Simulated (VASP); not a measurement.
Write the native input for VASP 6.6.1 that does the following.

```
Task                   : single point
Functional             : PBE
Potentials or basis    : VASP PAW PBE potentials, release 64 (Hg, Te)
Cutoff                 : 520 eV
k mesh                 : 14 × 14 × 14
Occupations            : gaussian, width 0.15 eV
Spin                   : no spin polarisation
Dipole correction      : no
Further INCAR settings : ALGO = Normal; EDIFF = 1e-07; NBANDS = 16
```

The structure of HgTe lies in POSCAR:

```
HgTe
1.0
    0.0000000000      3.1751475000      3.3202050000
    3.1751475000      0.0000000000      3.3202050000
    3.1751475000      3.1751475000      0.0000000000
Hg Te
1 1
Direct
    0.0000000000      0.0000000000      0.0000000000
    0.7500000000      0.7500000000      0.7500000000
```

This cell differs from its parent crystal: strain -0.015 along x and y, +0.030 along z.

These files were run (other wordings do the same):

INCAR

```
ALGO     = Normal         # electronic algorithm
EDIFF    = 1E-7           # SCF threshold, eV
ENCUT    = 520            # plane-wave cutoff, eV
GGA      = PE             # functional
ISIF     = 2              # what is computed and relaxed
ISMEAR   = 0              # smearing method
LASPH    = True           # aspherical terms in the spheres
LCHARG   = False          # write CHGCAR
LREAL    = False          # projectors in reciprocal space
LWAVE    = False          # write WAVECAR
NBANDS   = 16             # bands
NELM     = 60             # most SCF steps
PREC     = Accurate       # precision mode
SIGMA    = 0.15           # smearing width, eV
```

KPOINTS

```
k-points
0
Gamma
  14 14 14
```

Potentials or basis: VASP PAW PBE potentials, release 64 (Hg, Te).

Launch:

```bash
$ cat potpaw_PBE.64/Hg/POTCAR potpaw_PBE.64/Te/POTCAR > POTCAR
$ mpirun -np 1 vasp_std > vasp.out
```

Results of the run:

| Property | Result |
| --- | --- |
| Pressure | 4.1 GPa |
| Band gap on the k mesh | zero (filled and empty bands touch) |

Caveat: the cell differs from its parent crystal (strain -0.015 along x and y, +0.030 along z); spin-orbit coupling is left out, which moves the levels of the heavy elements.

It took 110 s on 1 thread of Intel(R) Xeon(R) 6975P-C (Granite Rapids), on a shared host, peak memory 0.41 GiB.
